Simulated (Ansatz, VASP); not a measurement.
# Two plane-wave programs on PbS

INCAR

```
SYSTEM = PbS
ALGO = Normal
EDIFF = 1E-6
ENCUT = 520
GGA = PE
ISIF = 2
ISMEAR = 0
LASPH = .True.
LCHARG = .False.
LREAL = .False.
LWAVE = .False.
NBANDS = 17
NELM = 100
PREC = Accurate
SIGMA = 0.03
```

File KPOINTS:

```
k-points
0
Gamma
  10 10 10
  0 0 0
```

File POSCAR:

```
PbS
1.0
    0.0000000000      2.9650000000      2.9650000000
    2.9650000000      0.0000000000      2.9650000000
    2.9650000000      2.9650000000      0.0000000000
Pb S
1 1
Direct
    0.0000000000      0.0000000000      0.0000000000
    0.4578414840      0.4578414840      0.5421585160
```

Input for Ansatz:

```yaml
crystal:
  lattice:
    - [0.0, 2.965, 2.965]
    - [2.965, 0.0, 2.965]
    - [2.965, 2.965, 0.0]
  atoms:
    - { symbol: Pb, position: [0.0, 0.0, 0.0] }
    - { symbol: S, position: [0.457841484, 0.457841484, 0.542158516] }
basis:
  ecutwfc: 420
kpoints:
  mp_grid: { grid: [10, 10, 10] }
hamiltonian:
  xc: pbe
scf:
  occupations: { method: gaussian, width: 0.03 }
output:
  forces: true
  stress: true
  eigenvalues: true
```

Change from the starting cell: all S atoms moved -0.250 Å, as atom 2 along Cartesian [0 0 1].

Alike in both runs: task single point; functional PBE; k mesh 10 × 10 × 10; occupations gaussian, width 0.03 eV; no spin polarisation.

|  | VASP | Ansatz |
| --- | --- | --- |
| version | VASP 6.6.1 | Ansatz 0.2.0 |
| potentials or method | VASP PAW PBE potentials, release 64 (Pb_d, S), cutoff 520 eV | scalar-relativistic, plane waves, PAW |
| valence electrons in the cell | 20 | 20 |

```csv
,VASP,Ansatz,Ansatz less VASP
gap on the k mesh at the Fermi level (eV),0.84,0.83,-0.004
least direct gap on the mesh (eV),0.84,0.83,-0.004
pressure (GPa),3.2,3.3,+0.07
"traceless stress, the component that is largest in VASP (GPa)",1.82,1.82,-0.004
rms of the force components (eV/Å),0.200,0.198,-0.0012
```

Atom by atom the forces differ by 0.001 eV/Å (rms over components). With one functional, cell and mesh, what is left measures potentials, basis and numerics.

Neither program's run includes spin-orbit coupling.
